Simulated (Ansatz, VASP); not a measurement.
This is a calculation of Te for VASP 6.6.1.

Contents of POSCAR:

```
Te
1.0
    4.4469300000      0.0000000000      0.0000000000
   -2.2234650000      3.8511543489      0.0000000000
    0.0000000000      0.0000000000      5.9149200000
Te
3
Direct
    0.7310000000      0.7310000000      0.5000000000
    0.0000000000      0.2690000000      0.8333333333
    0.2690000000      0.0000000000      0.1666666667
```

File INCAR.step1:

```
ALGO     = Normal         # electronic algorithm
EDIFF    = 1E-5           # SCF threshold, eV
ENCUT    = 550            # plane-wave cutoff, eV
GGA      = PE             # functional
GGA_COMPAT= F            
ISMEAR   = -1             # smearing method
LASPH    = T              # aspherical terms in the spheres
LCHARG   = F              # write CHGCAR
LREAL    = F              # projectors in reciprocal space
LSORBIT  = T              # spin-orbit coupling
LWAVE    = T              # write WAVECAR
MAGMOM   = 0 0 0 0 0 0 0 0 0 # initial moments
NBANDS   = 31             # bands
NELM     = 200            # most SCF steps
PREC     = Accurate       # precision mode
SIGMA    = 0.1            # smearing width, eV
```

INCAR.step2

```
ALGO     = Normal         # electronic algorithm
BPARAM   = 11.95        
CPARAM   = 0.0093       
EDIFF    = 1E-6           # SCF threshold, eV
ENCUT    = 550            # plane-wave cutoff, eV
GGA_COMPAT= F            
ISIF     = 2              # what is computed and relaxed
ISMEAR   = -1             # smearing method
ISTART   = 1            
IVDW_NL  = 2            
LASPH    = T              # aspherical terms in the spheres
LCHARG   = T              # write CHGCAR
LMIXTAU  = T            
LORBIT   = 11             # projections on sites
LORBMOM  = T            
LREAL    = F              # projectors in reciprocal space
LSORBIT  = T              # spin-orbit coupling
LUSE_VDW = T            
LVHAR    = T            
LWAVE    = F              # write WAVECAR
MAGMOM   = 0 0 0 0 0 0 0 0 0 # initial moments
METAGGA  = R2SCAN         # meta-GGA
NBANDS   = 31             # bands
NELM     = 200            # most SCF steps
PREC     = Accurate       # precision mode
SIGMA    = 0.1            # smearing width, eV
```

KPOINTS

```
k-points
0
Gamma
  7 7 5
```

Potentials or basis: VASP PAW PBE potentials, release 64 (Te).

Command:

```console
$ cat potpaw_PBE.64/Te/POTCAR > POTCAR
$ cp INCAR.step1 INCAR
$ mpirun -np 1 vasp_ncl > vasp.out
$ cp INCAR.step2 INCAR
$ mpirun -np 1 vasp_ncl > vasp.out
```

**Question.** Set up the same calculation for Ansatz 0.2.0. Potentials there: Ansatz PAW.

**Answer.** As run (the cutoff follows the program's own potentials):

Contents of input.yaml:

```yaml
crystal:
  lattice: { a: 4.44693, b: 4.44693, c: 5.91492, alpha: 90.0, beta: 90.0, gamma: 120.0 }
  space_group: 154
  reduce_to_primitive: true
  atoms:
    - { symbol: Te, wyckoff: "3b", position: [0.731, 0.731, 0.5] }
hamiltonian:
  xc: r2scan
  pseudopotentials: { kind: paw_fr }
  dispersion: rvv10
magnetization:
  noncollinear: true
  spin_orbit: true
kpoints:
  mp_grid: { grid: [7, 7, 5] }
scf:
  occupations: { method: fermi_dirac, width: 0.1 }
output:
  forces: true
  stress: true
  eigenvalues: true
```

Potentials or basis: Ansatz PAW.

Command:

```bash
$ ansatz run input.yaml --threads 2 --pin off --max-ram 5120MiB --backend cpu --events-out ev --progress --plain --runs-dir out
```

Both were run:

|  | VASP | Ansatz | Ansatz less VASP |
| --- | --- | --- | --- |
| pressure (GPa) | 0.8 | 0.5 | -0.24 |
| traceless stress, the component that is largest in VASP (GPa) | 0.36 | 0.31 | -0.056 |
| rms of the force components (eV/Å) | 0.020 | 0.005 | -0.0144 |

VASP's potentials were made for PBE, not for r2SCAN. Atom by atom the forces differ by 0.025 eV/Å (rms over components). VASP's potentials hold 18 valence electrons a cell and Ansatz's 48, so a difference there can come from the potentials and not from the codes.

Noted on Ansatz's run: odd divisions of the mesh miss points on the zone boundary, where band edges often lie, so the gap on the mesh can be too wide.
